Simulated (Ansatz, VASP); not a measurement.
**One calculation of La, two programs**

File INCAR:

```
SYSTEM = La
PREC     = Accurate       ! precision mode
ENCUT    = 520            ! plane-wave cutoff, eV
EDIFF    = 1E-6           ! SCF threshold, eV
ISMEAR   = -1             ! smearing method
SIGMA    = 0.1            ! smearing width, eV
LREAL    = .FALSE.        ! projectors in reciprocal space
LASPH    = .TRUE.         ! aspherical terms in the spheres
NELM     = 100            ! most SCF steps
ALGO     = Normal         ! electronic algorithm
ISIF     = 2              ! what is computed and relaxed
LWAVE    = .FALSE.        ! write WAVECAR
LCHARG   = .FALSE.        ! write CHGCAR
GGA      = RP             ! functional
NBANDS   = 18             ! bands
```

File KPOINTS:

```
Automatic mesh
0
G
  11 11 6
  0 0 0
```

POSCAR

```
La
1.0
   -2.1014886232      2.5561520127      1.8735024950
    2.5561520127     -2.1014886232      1.8735024950
    4.2464981132      4.2464981132     -1.0407856646
La
2
Direct
    0.0415150446      0.9584849554      0.0000000000
    0.7084849554      0.2915150446      0.5000000000
```

Input for Ansatz:

```yaml
crystal:
  lattice:
    - [-2.1014886232, 2.5561520127, 1.873502495]
    - [2.5561520127, -2.1014886232, 1.873502495]
    - [4.2464981132, 4.2464981132, -1.0407856646]
  atoms:
    - { symbol: La, position: [0.0415150446, 0.9584849554, 0.0] }
    - { symbol: La, position: [0.7084849554, 0.2915150446, 0.5] }
hamiltonian:
  xc: rpbe
  pseudopotentials:
    kind: paw
    azcp:
      La: "pseudopotentials/La.paw.azcp"
basis:
  ecutwfc: 420
  fft_grid_basis: typed
kpoints:
  mp_grid: { grid: [11, 11, 6], shift: [0, 0, 0] }
magnetization:
  spin_polarized: false
scf:
  occupations: { method: fermi_dirac, width: 0.1 }
  lower_state_search: "off"
output:
  stress: true
  write_density: true
  write_potential: true
  elf: true
  volumetric_format: npy
```

Alike in both runs: task single point; functional RPBE; k mesh 11 × 11 × 6; occupations fermi-dirac, width 0.1 eV; no spin polarisation.

|  | VASP | Ansatz |
| --- | --- | --- |
| version | VASP 6.6.1 | Ansatz 0.2.0 |
| potentials or method | VASP PAW PBE potentials, release 64 (La), cutoff 520 eV | plane waves (420 eV) with PAW, scalar-relativistic |
| valence electrons in the cell | 22 | 22 |

|  | VASP | Ansatz | Ansatz less VASP |
| --- | --- | --- | --- |
| pressure (GPa) | 1.1 | 1.0 | -0.05 |

VASP's potentials were made for PBE, not for RPBE.

Neither program's run includes spin-orbit coupling.
